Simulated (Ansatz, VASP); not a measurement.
# W: VASP beside Ansatz

Contents of INCAR:

```
ALGO = Normal
EDIFF = 1E-6
ENCUT = 500
GGA = PS
GGA_COMPAT = False
ISIF = 2
ISMEAR = 0
LASPH = True
LCHARG = False
LREAL = False
LWAVE = False
NBANDS = 13
NELM = 120
PREC = Accurate
SIGMA = 0.1
```

File KPOINTS:

```
k-points
0
Gamma
  8 8 8
```

File POSCAR:

```
W
1.0
   -1.3966122886      1.3966122886      2.1247418573
    1.3966122886     -1.3966122886      2.1247418573
    1.3966122886      1.3966122886     -2.1247418573
W
1
Direct
    0.0000000000      0.0000000000      0.0000000000
```

Input for Ansatz:

```yaml
crystal:
  lattice:
    - [-1.3966122886, 1.3966122886, 2.1247418573]
    - [1.3966122886, -1.3966122886, 2.1247418573]
    - [1.3966122886, 1.3966122886, -2.1247418573]
  atoms:
    - { symbol: W, position: [0.0, 0.0, 0.0] }
basis:
  ecutwfc: 420
kpoints:
  mp_grid: { grid: [8, 8, 8] }
hamiltonian:
  xc: pbesol
scf:
  occupations: { method: gaussian, width: 0.1 }
  lower_state_search: "off"
output:
  forces: true
  stress: true
  eigenvalues: true
```

Alike in both runs: task single point; functional PBEsol; k mesh 8 × 8 × 8; occupations gaussian, width 0.1 eV; no spin polarisation.

```csv
,VASP,Ansatz
version,VASP 6.6.1,Ansatz 0.2.0
potentials or method,"VASP PAW PBE potentials, release 64 (W_sv), cutoff 500 eV","scalar-relativistic, plane waves, PAW"
valence electrons in the cell,14,14
```

|  | VASP | Ansatz | Ansatz less VASP |
| --- | --- | --- | --- |
| gap on the k mesh at the Fermi level (eV) | none | none | - |
| pressure (GPa) | -10.1 | -10.5 | -0.46 |
| traceless stress, the component that is largest in VASP (GPa) | 7.18 | 7.15 | -0.028 |

VASP's potentials were made for PBE, not for PBEsol. A gap of «none» marks a metal or a gap that the smearing closes.

The k mesh is coarse, so the values compare programs but aren't converged. Spin-orbit coupling is off throughout.
